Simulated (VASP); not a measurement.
A run of VASP 6.6.1:

File POSCAR:

```
ZnO
1.0
    3.2494000000      0.0000000000      0.0000000000
   -1.6247000000      2.8140629500      0.0000000000
    0.0000000000      0.0000000000      5.2038000000
Zn O
2 2
Direct
    0.3333333300      0.6666666700      0.0000000000
    0.6666666700      0.3333333300      0.5000000000
    0.3333333300      0.6666666700      0.3830000000
    0.6666666700      0.3333333300      0.8830000000
```

Contents of INCAR.step1:

```
PREC     = Accurate       # precision mode
ENCUT    = 910            # plane-wave cutoff, eV
ISMEAR   = 0              # smearing method
SIGMA    = 0.1            # smearing width, eV
LREAL    = False          # projectors in reciprocal space
LASPH    = True           # aspherical terms in the spheres
NELM     = 120            # most SCF steps
NBANDS   = 26             # bands
GGA      = PE             # functional
ALGO     = Normal         # electronic algorithm
EDIFF    = 1E-5           # SCF threshold, eV
LWAVE    = True           # write WAVECAR
LCHARG   = False          # write CHGCAR
GGA_COMPAT= False
```

INCAR.step2

```
PREC     = Accurate       # precision mode
ENCUT    = 910            # plane-wave cutoff, eV
EDIFF    = 1E-6           # SCF threshold, eV
ISMEAR   = 0              # smearing method
SIGMA    = 0.1            # smearing width, eV
LREAL    = False          # projectors in reciprocal space
LASPH    = True           # aspherical terms in the spheres
NELM     = 120            # most SCF steps
ALGO     = Normal         # electronic algorithm
ISIF     = 2              # what is computed and relaxed
LWAVE    = False          # write WAVECAR
LCHARG   = False          # write CHGCAR
METAGGA  = R2SCAN         # meta-GGA
LMIXTAU  = True         
NBANDS   = 26             # bands
ISTART   = 1            
GGA_COMPAT= False
```

KPOINTS

```
regular mesh
0
Gamma
  6 6 4
```

Potentials or basis: VASP PAW PBE potentials, release 64 (Zn, O_h).

The run is started by

```sh
$ cat potpaw_PBE.64/Zn/POTCAR potpaw_PBE.64/O_h/POTCAR > POTCAR
$ cp INCAR.step1 INCAR
$ mpirun -np 1 vasp_std > vasp.out
$ cp INCAR.step2 INCAR
$ mpirun -np 1 vasp_std > vasp.out
```

Hardware: 1 thread of Intel(R) Xeon(R) 6975P-C (Granite Rapids) (shared host).

Q: Estimate the wall time of this run.

A: Run time: 2.1 min on 1 thread of Intel(R) Xeon(R) 6975P-C (Granite Rapids), with other jobs on the host, peak memory 0.26 GiB. Counts: k points 21.
